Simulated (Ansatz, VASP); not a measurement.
CuI: VASP beside Ansatz

```
Cu I
1.0
     3.50375   -3.59315    0.00000
     3.50375    3.59315    0.00000
     0.00000    0.00000    4.32201
Cu I
2 2
Direct
  0.41680 0.58320 0.75000
  0.58320 0.41680 0.25000
  0.77795 0.22205 0.75000
  0.22205 0.77795 0.25000
```

Alike in both runs: task single point; functional PBE-based global hybrid with a share of 0.1 of exact exchange; k mesh 2 × 2 × 4; no spin polarisation.

|  | VASP | Ansatz |
| --- | --- | --- |
| version | VASP 6.6.1 | Ansatz 0.2.0 |
| potentials or method | VASP PAW PBE potentials, release 64 (Cu, I) | plane waves |
| plane-wave cutoff (eV) | 520 | 420 |
| occupations | gaussian, width 0.01 eV | fixed |
| valence electrons in the cell | 36 | 72 |

|  | VASP | Ansatz | Ansatz less VASP |
| --- | --- | --- | --- |
| gap on the k mesh at the Fermi level (eV) | 1.73 | 1.72 | -0.007 |
| pressure (GPa) | 2.1 | 2.2 | +0.14 |
| traceless stress, the component that is largest in VASP (GPa) | -0.35 | -0.30 | +0.042 |
| rms of the force components (eV/Å) | 0.077 | 0.072 | -0.0052 |

VASP's potentials were made for PBE, not for PBE-based global hybrid. Atom by atom the forces differ by 0.005 eV/Å (rms over components). VASP's potentials hold 36 valence electrons a cell and Ansatz's 72, so a difference there can come from the potentials and not from the codes. Ansatz's warnings: stress exchange threshold loose, stress scf threshold loose.

The k mesh is coarse, so the values compare programs but aren't converged. Spin-orbit coupling is off throughout.
